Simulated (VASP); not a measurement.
Mg, 1 atom in the cell. Symmetry: Fm-3m, No. 225, cubic system. Conventional cell: a = 4.523 Å, b = 4.523 Å, c = 4.523 Å, α = 90.00°, β = 90.00°, γ = 90.00°. Within 4.2 Å of Mg (site symmetry m-3m) lie 12 Mg at 3.20 Å. This isn't the form of Mg at room conditions, which is hcp.

| Quantity | Value |
| --- | --- |
| Program | VASP 6.6.1 |
| Task | single point |
| Functional | PBE |
| Potentials or basis | VASP PAW PBE potentials, release 64 (Mg) |
| Cutoff | 520 eV |
| k mesh | 15 × 15 × 15 |
| Occupations | fermi-dirac, width 0.1 eV |
| Spin | no spin polarisation |
| Dipole correction | no |
| Further INCAR settings | ALGO = Normal; EDIFF = 1e-07; NBANDS = 7 |

Potentials or basis: VASP PAW PBE potentials, release 64 (Mg).

The run is started by

```sh
$ cat potpaw_PBE.64/Mg/POTCAR > POTCAR
$ mpirun -np 1 vasp_std > vasp.out
```

Hardware: 1 thread of Intel Xeon 8259CL, on a shared host.

How long does it take, and how much memory?

It took 15 s on 1 thread of Intel Xeon 8259CL, with other jobs on the host, peak memory 0.15 GiB. Counts: scf iterations 11, k points 120.
